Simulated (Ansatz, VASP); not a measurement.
# Two plane-wave programs on SiSn5

```
Si Sn
1.0
     5.64180    0.00000    0.00000
    -2.82090    4.88594    0.00000
     0.00000    0.00000    5.62191
Si Sn
1 5
Direct
  0.00000 0.00000 0.00000
  0.33333 0.66667 0.00000
  0.66667 0.33333 0.00000
  0.67465 0.67465 0.50000
  0.32535 0.00000 0.50000
  0.00000 0.32535 0.50000
```

Alike in both runs: functional PBE; k mesh 6 × 6 × 8; occupations gaussian, width 0.1 eV; no spin polarisation.

Ansatz relaxed the structure, and its values are those at the end. VASP's run is a single point on that final structure, the one shown.

|  | VASP | Ansatz |
| --- | --- | --- |
| version | VASP 6.6.1 | Ansatz 0.2.0 |
| potentials or method | VASP PAW PBE potentials, release 64 (Si, Sn_d), cutoff 520 eV | scalar-relativistic, plane waves, PAW |
| valence electrons in the cell | 74 | 74 |

```csv
,VASP,Ansatz,Ansatz less VASP
gap on the k mesh at the Fermi level (eV),none,none,-
pressure (GPa),0.0,0.0,+0.06
```

A gap of «none» marks a metal or a gap that the smearing closes.
